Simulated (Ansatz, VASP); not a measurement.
## Fe in VASP and in Ansatz

POSCAR

```
Fe
1.0
   -1.3650158249      1.3650158249      1.3650158249
    1.3650158249     -1.3650158249      1.3650158249
    1.3650158249      1.3650158249     -1.3650158249
Fe
1
Direct
    0.0000000000      0.0000000000      0.0000000000
```

The input INCAR.step1:

```
PREC = Accurate ; ENCUT = 520
ISMEAR = -1 ; SIGMA = 0.1
LREAL = False ; LASPH = True
NELM = 80 ; NBANDS = 10
GGA = PE ; ALGO = Normal
EDIFF = 1E-4 ; LWAVE = True
LCHARG = False
```

The input INCAR.step2:

```
PREC = Accurate ; ENCUT = 520
EDIFF = 1E-6 ; ISMEAR = -1
SIGMA = 0.1 ; LREAL = False
LASPH = True ; NELM = 80
ALGO = Normal ; ISIF = 2
LWAVE = False ; LCHARG = False
METAGGA = R2SCAN ; LMIXTAU = True
NBANDS = 10 ; ISTART = 1
```

KPOINTS

```
regular mesh
0
Gamma
  26 26 26
```

Input for Ansatz:

```yaml
crystal:
  lattice:
    - [-1.3650158249, 1.3650158249, 1.3650158249]
    - [1.3650158249, -1.3650158249, 1.3650158249]
    - [1.3650158249, 1.3650158249, -1.3650158249]
  atoms:
    - { symbol: Fe, position: [0.0, 0.0, 0.0] }
hamiltonian:
  xc: r2scan
  pseudopotentials:
    kind: paw
    azcp:
      Fe: "pseudopotentials/Fe.paw.azcp"
basis:
  ecutwfc: 500
  fft_grid_basis: typed
kpoints:
  mp_grid: { grid: [26, 26, 26], shift: [0, 0, 0] }
magnetization:
  spin_polarized: false
scf:
  occupations: { method: fermi_dirac, width: 0.1 }
output:
  stress: true
```

Alike in both runs: task single point; functional r2SCAN; k mesh 26 × 26 × 26; occupations fermi-dirac, width 0.1 eV; no spin polarisation.

|  | VASP | Ansatz |
| --- | --- | --- |
| version | VASP 6.6.1 | Ansatz 0.2.0 |
| potentials or method | VASP PAW PBE potentials, release 64 (Fe), cutoff 520 eV | plane waves (500 eV) with PAW, scalar-relativistic |
| valence electrons in the cell | 8 | 16 |

Ansatz gave:

| Quantity | Value |
| --- | --- |
| pressure (GPa) | 0.1 |

Task: Estimate VASP's values.

Result: Pressure (GPa): 0.7.

VASP's potentials were made for PBE, not for r2SCAN. VASP's potentials hold 8 valence electrons a cell and Ansatz's 16, so a difference there can come from the potentials and not from the codes.
